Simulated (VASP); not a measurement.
# Ga2GeO3 (P6/mmm) in VASP: notebook

Runs on Ga2GeO3. Level: PBE. Tasks: relaxation of cell and atoms, single point.

Everything below comes from runs of VASP 6.6.1. Logs are shortened: lines on timing, memory, paths and dates and some standing lists are left out, and cuts for length are marked.

### 1 The cell of the first run

Symmetry: P6/mmm, No. 191, hexagonal system. The conventional cell has a = 5.037 Å, b = 5.037 Å, c = 4.150 Å, α = 90.00°, β = 90.00°, γ = 120.00°. Within 3.3 Å of Ga (site symmetry -6m2) lie 6 O at 2.53 Å and 3 Ge at 2.91 Å and 3 Ga at 2.91 Å. Within 3.8 Å of Ge (site symmetry 6/mmm) lie 6 Ga at 2.91 Å and 12 O at 3.26 Å. O (site symmetry mmm) has 4 O at 2.52 Å and 4 Ga at 2.53 Å and 4 Ge at 3.26 Å within 3.3 Å.

The cell was generated, and may not be a known phase.

### 2 Relaxation of cell and atoms, PBE

File INCAR:

```
PREC = Accurate
ENCUT = 600
EDIFF = 1E-6
ISMEAR = 0
SIGMA = 0.1
LREAL = False
LASPH = True
NELM = 80
ALGO = Normal
ISIF = 3
LWAVE = False
LCHARG = False
GGA = PE
IBRION = 2
NSW = 90
EDIFFG = -0.04
```

File KPOINTS:

```
regular mesh
0
Gamma
  6 6 4
```

File POSCAR:

```
Ga2GeO3
1.0
    5.0370172300      0.0000000000      0.0000000000
   -2.5185086100      4.3621848800      0.0000000000
    0.0000000000      0.0000000000      4.1504469200
Ga Ge O
2 1 3
Direct
    0.3333333300      0.6666666700      0.0000000000
    0.6666666700      0.3333333300      0.0000000000
    0.0000000000      0.0000000000      0.0000000000
    0.5000000000      0.0000000000      0.5000000000
    0.0000000000      0.5000000000      0.5000000000
    0.5000000000      0.5000000000      0.5000000000
```

Potentials or basis: VASP PAW PBE potentials, release 64 (Ga_d, Ge_d, O).

Started as:

```sh
> cat potpaw_PBE.64/Ga_d/POTCAR potpaw_PBE.64/Ge_d/POTCAR potpaw_PBE.64/O/POTCAR > POTCAR
> mpirun -np 1 vasp_std > vasp.out
```

OUTCAR:

```text
PREC = Accurate
   ENCUT = 600
   EDIFF = 1E-6
   ISMEAR = 0
   LREAL = False
   LASPH = True
   NELM = 80
   ISIF = 3
   GGA = PE
   IBRION = 2
   NSW = 90
   EDIFFG = -0.04

 ion  position               nearest neighbor table
   1  0.333  0.667  0.000-   3 2.91   2 2.91   2 2.91   3 2.91   3 2.91   2 2.91
   2  0.667  0.333  0.000-   3 2.91   1 2.91   1 2.91   3 2.91   3 2.91   1 2.91
   3  0.000  0.000  0.000-   1 2.91   2 2.91   1 2.91   2 2.91   2 2.91   1 2.91
   4  0.500  0.000  0.500-
   5  0.000  0.500  0.500-
   6  0.500  0.500  0.500-

  LATTYP: Found a hexagonal cell.
 ALAT       =     5.0370172300
 C/A-ratio  =     0.8239890257

  Lattice vectors:

 A1 = (   5.0370172300,   0.0000000000,   0.0000000000)
 A2 = (  -2.5185086100,   4.3621848800,   0.0000000000)
 A3 = (   0.0000000000,   0.0000000000,   4.1504469200)

Analysis of symmetry for initial positions (statically):
=====================================================================
 Subroutine PRICEL returns:
 Original cell was already a primitive cell.

 Routine SETGRP: Setting up the symmetry group for a
 hexagonal supercell.

 Subroutine GETGRP returns: Found 24 space group operations
 (whereof 24 operations were pure point group operations)
 out of a pool of 24 trial point group operations.

The static configuration has the point symmetry D_6h.

Analysis of symmetry for dynamics (positions and initial velocities):
=====================================================================
 Subroutine PRICEL returns:
 Original cell was already a primitive cell.

 Routine SETGRP: Setting up the symmetry group for a
 hexagonal supercell.

 Subroutine GETGRP returns: Found 24 space group operations
 (whereof 24 operations were pure point group operations)
 out of a pool of 24 trial point group operations.

The dynamic configuration has the point symmetry D_6h.

 Subroutine INISYM returns: Found 24 space group operations
 (whereof 24 operations are pure point group operations),
 and found     1 'primitive' translations

----------------------------------------------------------------------------------------

                                     Primitive cell

  volume of cell :      91.1953

  direct lattice vectors                    reciprocal lattice vectors
     5.037017230  0.000000000  0.000000000     0.198530192  0.114621460  0.000000000
    -2.518508610  4.362184880  0.000000000     0.000000000  0.229242920  0.000000000
     0.000000000  0.000000000  4.150446920     0.000000000  0.000000000  0.240937908

  length of vectors
     5.037017230  5.037017227  4.150446920     0.229242920  0.229242920  0.240937908

  position of ions in fractional coordinates (direct lattice)
     0.333333330  0.666666670  0.000000000
     0.666666670  0.333333330  0.000000000
     0.000000000  0.000000000  0.000000000
     0.500000000  0.000000000  0.500000000
     0.000000000  0.500000000  0.500000000
     0.500000000  0.500000000  0.500000000

  ion indices of the primitive-cell ions
   primitive index   ion index
                 1           1
                 2           2
                 3           3
                 4           4
                 5           5
                 6           6

----------------------------------------------------------------------------------------

 KPOINTS: regular mesh

Automatic generation of k-mesh.
 Grid dimensions read from file:
 generate k-points for:    6    6    4

 Generating k-lattice:

  Cartesian coordinates                     Fractional coordinates (reciprocal lattice)
     0.033088365  0.019103577  0.000000000     0.166666667 -0.000000000  0.000000000
     0.000000000  0.038207153  0.000000000     0.000000000  0.166666667  0.000000000
     0.000000000  0.000000000  0.060234477     0.000000000  0.000000000  0.250000000

  Length of vectors
     0.038207153  0.038207153  0.060234477

  Shift w.r.t. Gamma in fractional coordinates (k-lattice)
     0.000000000  0.000000000  0.000000000

 Subroutine IBZKPT returns following result:
 ===========================================

 Found     21 irreducible k-points:

 Following reciprocal coordinates:
            Coordinates               Weight
  0.000000  0.000000  0.000000      1.000000
  0.166667 -0.000000  0.000000      6.000000
  0.333333 -0.000000  0.000000      6.000000
  0.500000  0.000000  0.000000      3.000000
  0.166667  0.166667  0.000000      6.000000
  0.333333  0.166667  0.000000     12.000000
[... 13 lines left out ...]
  0.333333  0.166667  0.500000     12.000000
  0.333333  0.333333  0.500000      2.000000
   k-points           NKPTS =     21   k-points in BZ     NKDIM =     21   number of bands    NBANDS=     34
   number of dos      NEDOS =    301   number of ions     NIONS =      6
   total plane-waves  NPLWV =  57600
   dimension x,y,z NGX =    40 NGY =   40 NGZ =   36
   dimension x,y,z NGXF=    80 NGYF=   80 NGZF=   72
   ions per type =               2   1   3
   NGX,Y,Z   is equivalent  to a cutoff of  13.20, 13.20, 14.42 a.u.
   NGXF,Y,Z  is equivalent  to a cutoff of  26.40, 26.40, 28.84 a.u.
 SYSTEM =  unknown system
   PREC   = accura    normal or accurate (medium, high low for compatibility)
   ISTART =      0    job   : 0-new  1-cont  2-samecut
   ICHARG =      2    charge: 1-file 2-atom 10-const
   ISPIN  =      1    spin polarized calculation?
   LNONCOLLINEAR =      F non collinear calculations
   LSORBIT =      F    spin-orbit coupling
   LASPH  =      T    aspherical Exc in radial PAW
   ENCUT  =  600.0 eV  44.10 Ry    6.64 a.u.  10.06 10.06  8.29*2*pi/ulx,y,z
   NELM   =     80;   NELMIN=  2; NELMDL= -5     # of ELM steps
   EDIFF  = 0.1E-05   stopping-criterion for ELM
   LREAL  =      F    real-space projection
   EDIFFG = -.4E-01   stopping-criterion for IOM
   NSW    =     90    number of steps for IOM
   IBRION =      2    ionic relax: 0-MD 1-quasi-New 2-CG
   NFREE  =      1    steps in history (QN), initial steepest desc. (CG)
   ISIF   =      3    stress and relaxation
   ISYM   =      2    0-nonsym 1-usesym 2-fastsym
   POTIM  = 0.5000    time-step for ionic-motion
   TEBEG  =    0.0;   TEEND  =   0.0 temperature during run
   PSTRESS=    0.0 pullay stress
   NELECT =      58.0000    total number of electrons
   NUPDOWN=      -1.0000    fix difference up-down
   EMIN   =  10.00;   EMAX   =-10.00  energy-range for DOS
   EFERMI =   0.00;   METHOD = LEGACY
   ISMEAR =     0;   SIGMA  =   0.10  broadening in eV -4-tet -1-fermi 0-gaus
   EFERMI_NEDOS =   21; number of points for ismear=-14 and -15
   IALGO  =     38    algorithm
   IMIX   =      4    mixing-type and parameters
     AMIX     =   0.40;   BMIX     =  1.00
     AMIX_MAG =   1.60;   BMIX_MAG =  1.00
  volume/ion in A,a.u.               =      15.20       102.57
  Fermi-wavevector in a.u.,A,eV,Ry     =   1.407862  2.660473 26.967767  1.982075
  Thomas-Fermi vector in A             =   2.530078
   LORBIT       =      0    0 simple, 1 ext, 2 COOP (PROOUT), +10 PAW based schemes
   GGA     = PE    functional components
   LHFCALC =     F    Hartree Fock is set to
   AEXX    =    0.0000 exact exchange contribution
   IVDW    =     0    specifies the selected vdW correction
   LEPSILON=     F    determine dielectric tensor
   LRPA    =     F    only Hartree local field effects (RPA)
 conjugate gradient relaxation of ions
 non-spin polarized calculation
 Gauss-broadening in eV      SIGMA  =   0.10
  energy-cutoff  :      600.00
  volume of cell :       91.20
 maximum number of plane-waves:      3057
   NGX = 21   NGY = 21   NGZ = 17

--------------------------------------- Ionic step        1  -------------------------------------------

 number of electron      58.0000028 magnetization

 Free energy of the ion-electron system (eV)
  ---------------------------------------------------
  ext. energy  EPLUGINS =         0.00000000
  ---------------------------------------------------
  free energy    TOTEN  =       -22.32318972 eV

  energy without entropy =      -22.26543869  energy(sigma->0) =      -22.29431421

 E-fermi :   3.2589     XC(G=0): -10.5429

 val. band max:        3.2391069096   @ k =   0.5000   0.0000   0.2500
 cond. band min:       3.2622540422   @ k =   0.3333  -0.0000   0.5000
 fundamental gap:      0.0231471326
 Fermi energy:         3.2588659995

 k-point     1 :       0.0000    0.0000    0.0000
  band No.  band energies     occupation
      1     -21.9373      2.00000
      2     -21.8869      2.00000
      3     -21.8869      2.00000
      4     -21.7766      2.00000
      5     -21.7766      2.00000
      6     -14.4014      2.00000
[... 879 lines left out ...]
  FREE ENERGIE OF THE ION-ELECTRON SYSTEM (eV)
  ---------------------------------------------------
  free  energy   TOTEN  =       -15.1887897440 eV

  energy  without entropy=      -15.1823006715  energy(sigma->0) =      -15.18554521

 E-fermi :  10.5164     XC(G=0): -13.1939

 val. band max:       10.5133655849   @ k =   0.3333   0.1667   0.2500
 cond. band min:      10.5385618050   @ k =   0.1667   0.1667   0.2500
 fundamental gap:      0.0251962202
 Fermi energy:        10.5163700546

 k-point     1 :       0.0000    0.0000    0.0000
  band No.  band energies     occupation
      1     -15.1585      2.00000
      2     -15.1014      2.00000
      3     -15.1014      2.00000
      4     -14.9723      2.00000
      5     -14.9723      2.00000
      6     -13.3540      2.00000
[... 766 lines left out ...]
     33      12.5179      0.00000
     34      19.3377      0.00000

[... ionic steps 4 to 18 ...]

--------------------------------------- Ionic step       19  -------------------------------------------

 number of electron      57.9999988 magnetization

------------------------ aborting loop because EDIFF is reached ----------------------------------------

  FORCE on cell =-STRESS in cart. coord.  units (eV):
  Direction    XX          YY          ZZ          XY          YZ          ZX
  --------------------------------------------------------------------------------------
  -------------------------------------------------------------------------------------
  Total        0.5233416      0.5233416     -0.0438091      0.0000000      0.0000000      0.0000000
  in kB       11.5776168     11.5776168     -0.9691669      0.0000000      0.0000000      0.0000000
  external PRESSURE =       7.3953555 kB  Pullay stress =       0.0000000 kB
[... 65 lines left out ...]
  energy  without entropy=      -29.9247106048  energy(sigma->0) =      -29.93197405

--------------------------------------- Ionic step       21  -------------------------------------------

 number of electron      57.9999991 magnetization

 Free energy of the ion-electron system (eV)
  ---------------------------------------------------
  ext. energy  EPLUGINS =         0.00000000
  ---------------------------------------------------
  free energy    TOTEN  =       -29.93975247 eV

  energy without entropy =      -29.92537837  energy(sigma->0) =      -29.93256542

 E-fermi :   6.8820     XC(G=0): -11.6182

 val. band max:        6.8457185112   @ k =   0.3333  -0.0000   0.2500
 cond. band min:       6.9486546974   @ k =   0.1667  -0.0000   0.5000
 fundamental gap:      0.1029361863
 Fermi energy:         6.8820021049

 k-point     1 :       0.0000    0.0000    0.0000
  band No.  band energies     occupation
      1     -18.9944      2.00000
      2     -18.9525      2.00000
      3     -18.9525      2.00000
      4     -18.8544      2.00000
      5     -18.8544      2.00000
      6     -14.1629      2.00000
[... 799 lines left out ...]
  FREE ENERGIE OF THE ION-ELECTRON SYSTEM (eV)
  ---------------------------------------------------
  free  energy   TOTEN  =       -29.9397524712 eV

  energy  without entropy=      -29.9253783688  energy(sigma->0) =      -29.93256542

 reached required accuracy - stopping structural energy minimisation
```

Wall time 9.7 min (1 thread of Intel Xeon 6975P-C (Granite Rapids), shared host); peak memory 0.28 GiB.

Results:

- Free energy: -29.9398 eV
- Relaxed volume: 12.11 Å³/atom
- Relaxed cell: a = 5.565 Å, b = 5.565 Å, c = 2.711 Å, α = 90.00°, β = 90.00°, γ = 120.00°
- Space group after relaxing (to 0.1 Å): P6/mmm (No. 191)
- Pressure after relaxing: 0.2 GPa
- Band gap on the k mesh: zero (bands 29 and 30 overlap by 2.58 eV)

Final structure:
```
CELL_PARAMETERS angstrom
5.56461 0.00000 0.00000
-2.78230 4.81909 0.00000
0.00000 0.00000 2.71052
ATOMIC_POSITIONS crystal
Ga 0.33333 0.66667 0.00000
Ga 0.66667 0.33333 0.00000
Ge 0.00000 0.00000 0.00000
O 0.50000 0.00000 0.50000
O 0.00000 0.50000 0.50000
O 0.50000 0.50000 0.50000
```

Levels at points of the mesh, in eV from the Fermi level:
```
           k point  band 26  band 27  band 28  band 29  band 30  band 31  band 32  band 33
(0.00, 0.00, 0.00)    -3.17    -2.99    -2.99    -1.97     0.85     0.85     3.33     3.33
(0.50, 0.00, 0.00)    -3.48    -3.39    -2.99    -2.08     0.21     1.56     2.19     6.54
(0.00, 0.00, 0.50)    -3.55    -3.18    -3.18    -2.65    -1.84    -0.15    -0.15     3.64
(0.50, 0.00, 0.50)    -3.92    -3.86    -2.94    -2.02     0.15     0.86     1.47     2.95
```

Caveat: the k points lie up to 0.58 Å⁻¹ apart in the final cell, too coarse for converged energies and pressures of a metal; the volume moved by over 15 % at a fixed basis, so the end points are rough.

### 3 Relaxation of cell and atoms, PBE

This run uses another cell than the first one, of 12.08 Å³/atom.

INCAR, as its differences from that of step 2:

```diff
@@ -7,3 +7,3 @@
 LASPH = True
-NELM = 80
+NELM = 60
 ALGO = Normal
```

File KPOINTS:

```
regular mesh
0
Gamma
  6 6 6
```

File POSCAR:

```
Ga2GeO3
1.0
    5.5660989337      0.0000000000      0.0000000000
   -2.7830494669      4.8203830766      0.0000000000
    0.0000000000      0.0000000000      2.7007515582
Ga Ge O
2 1 3
Direct
    0.3333333333      0.6666666667      0.0000000000
    0.6666666667      0.3333333333      0.0000000000
    0.0000000000      0.0000000000      0.0000000000
    0.5000000000      0.0000000000      0.5000000000
    0.0000000000      0.5000000000      0.5000000000
    0.5000000000      0.5000000000      0.5000000000
```

Potentials or basis: VASP PAW PBE potentials, release 64 (Ga_d, Ge_d, O).

Started as:

```sh
> cat potpaw_PBE.64/Ga_d/POTCAR potpaw_PBE.64/Ge_d/POTCAR potpaw_PBE.64/O/POTCAR > POTCAR
> mpirun -np 1 vasp_std > vasp.out
```

Wall time 85 s (1 thread of Intel Xeon 6975P-C (Granite Rapids), shared host); peak memory 0.29 GiB.

The run converged. Its results:

```yaml
Free_energy: -29.7729 eV
Relaxed_volume: 12.23 Å³/atom
Relaxed_cell: a = 5.563 Å, b = 5.563 Å, c = 2.738 Å, α = 90.00°, β = 90.00°, γ = 120.00°
Space_group_after_relaxing_to_0.1_Å: P6/mmm (No. 191)
Energy_gained_by_relaxing: 2.7 meV/atom
Ionic_steps: 3
Pressure_after_relaxing: -0.3 GPa
Band_gap_on_the_k_mesh: zero (bands 29 and 30 overlap by 1.93 eV)
```

Stress tensor (GPa, compression positive):
```
-0.47  0.00  0.00
 0.00 -0.47  0.00
 0.00  0.00  0.01
```

The path:
```csv
step,energy change (eV),largest force (eV/Å),pressure (GPa),volume (Å³)
1,0.0000,0.0000,1.66,72.46
2,-0.0136,0.0000,-1.16,73.78
3,-0.0165,0.0000,-0.31,73.39
```

Final structure:
```
CELL_PARAMETERS angstrom
5.56340 0.00000 0.00000
-2.78170 4.81804 0.00000
0.00000 0.00000 2.73777
ATOMIC_POSITIONS crystal
Ga 0.33333 0.66667 0.00000
Ga 0.66667 0.33333 0.00000
Ge 0.00000 0.00000 0.00000
O 0.50000 0.00000 0.50000
O 0.00000 0.50000 0.50000
O 0.50000 0.50000 0.50000
```

Levels at points of the mesh, in eV from the Fermi level:
| k point | band 26 | band 27 | band 28 | band 29 | band 30 | band 31 | band 32 | band 33 |
| --- | --- | --- | --- | --- | --- | --- | --- | --- |
| (0.00, 0.00, 0.00) | -3.01 | -2.94 | -2.94 | -1.93 | 1.17 | 1.17 | 3.39 | 3.39 |
| (0.50, 0.00, 0.00) | -3.35 | -3.31 | -2.94 | -1.81 | 0.50 | 1.73 | 2.18 | 6.57 |
| (0.00, 0.00, 0.50) | -3.03 | -3.03 | -2.87 | -2.51 | -1.83 | 0.07 | 0.07 | 3.80 |
| (0.50, 0.00, 0.50) | -3.79 | -3.71 | -2.80 | -1.51 | 0.18 | 1.10 | 1.61 | 3.10 |

Caveat: the k points lie up to 0.38 Å⁻¹ apart in the final cell, too coarse for converged energies and pressures of a metal.

### 4 Single point, PBE

This run uses another cell than the first one, of 12.18 Å³/atom.

File INCAR:

```
SYSTEM = Ga2GeO3
  PREC = Accurate
  ENCUT = 520
  EDIFF = 1E-6
  ISMEAR = 0
  SIGMA = 0.1
  LREAL = .False.
  LASPH = .True.
  NELM = 60
  ALGO = Normal
  ISIF = 2
  LWAVE = .False.
  LCHARG = .False.
  GGA = PE
  NBANDS = 38
```

File KPOINTS:

```
Automatic mesh
0
Gamma
  12 12 14
  0 0 0
```

POSCAR, as its differences from that of step 3:

```diff
@@ -2,5 +2,5 @@
 1.0
-    5.5660989337      0.0000000000      0.0000000000
-   -2.7830494669      4.8203830766      0.0000000000
-    0.0000000000      0.0000000000      2.7007515582
+    5.5708979430      0.0000000000      0.0000000000
+   -2.7854489715      4.8245391405      0.0000000000
+    0.0000000000      0.0000000000      2.7201441014
 Ga Ge O
```

Started as:

```sh
> cat potpaw_PBE.64/Ga_d/POTCAR potpaw_PBE.64/Ge_d/POTCAR potpaw_PBE.64/O/POTCAR > POTCAR
> mpirun -np 1 vasp_std > vasp.out
```

Run time: 2.7 min. Hardware: 1 thread of Intel Xeon 6975P-C (Granite Rapids), shared host; peak memory 0.45 GiB.

Results (log left out):

* Free energy: -29.9317 eV
* Pressure: 0.6 GPa
* Band gap on the k mesh: zero (bands 29 and 30 overlap by 2.55 eV)

Stress tensor (GPa, compression positive):
```
0.44 0.00 0.00
0.00 0.44 0.00
0.00 0.00 0.78
```

Levels at points of the mesh, in eV from the Fermi level:
```csv
k point,band 26,band 27,band 28,band 29,band 30,band 31,band 32,band 33
"(0.00, 0.00, 0.00)",-3.10,-2.95,-2.95,-1.94,0.99,0.99,3.37,3.37
"(0.50, 0.00, 0.00)",-3.40,-3.34,-2.95,-1.94,0.34,1.64,2.21,6.57
"(0.00, 0.00, 0.50)",-3.18,-3.10,-3.10,-2.59,-1.80,-0.03,-0.03,3.71
"(0.50, 0.00, 0.50)",-3.85,-3.78,-2.87,-1.76,0.19,0.98,1.54,3.03
```

### 5 Summary

| task | cell | k mesh | cutoff (eV) | gap on the mesh (eV) | pressure (GPa) | relaxed volume (Å³/atom) |
| --- | --- | --- | --- | --- | --- | --- |
| relaxation of cell and atoms | relaxed from a = 5.037, b = 5.037, c = 4.150 Å, angles 90.0, 90.0, 120.0°, 6 atoms | 6 × 6 × 4 | 600 | none | 0.2 | 12.11 |
| relaxation of cell and atoms | relaxed from a = 5.566, b = 5.566, c = 2.701 Å, angles 90.0, 90.0, 120.0°, 6 atoms | 6 × 6 × 6 | 600 | none | -0.3 | 12.23 |
| single point | a = 5.571, b = 5.571, c = 2.720 Å, angles 90.0, 90.0, 120.0°, 6 atoms | 12 × 12 × 14 | 520 | none | 0.6 | - |

Alike in all rows: level PBE; potentials or basis VASP PAW PBE potentials, release 64 (Ga_d, Ge_d, O); no spin polarisation; smearing gaussian 0.1 eV.

Caveats: some runs use coarse meshes; the volume moved by over 15 % at a fixed basis, so the end points are rough (at least some runs).

Total energies depend on the potentials used, so only differences within one code and one set of settings carry meaning.

The gap in the log of VASP goes by the Fermi energy; the results here count the filled bands.